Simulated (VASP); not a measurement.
MnS:

```
Mn S
1.0
     0.00000    2.60450    2.60450
     2.60450    0.00000    2.60450
     2.60450    2.60450    0.00000
Mn S
1 1
Direct
  0.00000 0.00000 0.00000
  0.50000 0.50000 0.50000
```

Base run:

```yaml
Program: VASP 6.6.1
Functional: PBE
Potentials_or_basis: VASP PAW PBE potentials, release 64 (Mn_sv, S)
Cutoff: 680 eV
k_mesh: 7 × 7 × 7
Occupations: fermi-dirac, width 0.05 eV
Spin: collinear spin, ferromagnetic start
Starting_moments: "[5.0, 0.0] μB"
Fixed_moment: 5 μB
```

Its results: pressure 0.6 GPa; site moments Mn +4.21; S +0.17 μB.

Q: The run is repeated on the same cell with these changes: fixed moment from 5 μB to 2 μB; moments at the start from [5.0, 0.0] to [2.0, 0.0]. What comes out?

A: Pressure -19.8 GPa; site moments Mn +1.94; S -0.05 μB.

Caveats: the total moment is fixed, so each spin has its own Fermi level and the state may be an excited one; a cell with one magnetic atom can't hold antiferromagnetic order, which such compounds often take; the cell stands under tension (at least some runs).
